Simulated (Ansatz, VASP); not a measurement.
# One calculation of SnO2, two programs

```
Sn O
1.0
     1.60540    0.92688    4.76320
    -1.60540    0.92688    4.76320
     0.00000   -1.85375    4.76320
Sn O
1 2
Cartesian
  0.0000 0.0000 7.1448
  0.0000 0.0000 3.4500
  0.0000 0.0000 10.8396
```

Alike in both runs: task single point; functional PBEsol; k mesh 12 × 12 × 12; occupations gaussian, width 0.05 eV; no spin polarisation.

|  | VASP | Ansatz |
| --- | --- | --- |
| version | VASP 6.6.1 | Ansatz 0.2.0 |
| potentials or method | VASP PAW PBE potentials, release 64 (Sn_d, O), cutoff 520 eV | scalar-relativistic, plane waves, PAW |
| valence electrons in the cell | 26 | 26 |

```csv
,VASP,Ansatz,Ansatz less VASP
gap on the k mesh at the Fermi level (eV),1.82,1.84,+0.021
least direct gap on the mesh (eV),1.85,1.86,+0.018
pressure (GPa),-6.2,-6.8,-0.59
"traceless stress, the component that is largest in VASP (GPa)",-1.75,-1.39,+0.363
rms of the force components (eV/Å),0.431,0.459,+0.0275
```

VASP's potentials were made for PBE, not for PBEsol, and Ansatz warns of the same on its side. Atom by atom the forces differ by 0.028 eV/Å (rms over components). With one functional, cell and mesh, what is left measures potentials, basis and numerics.
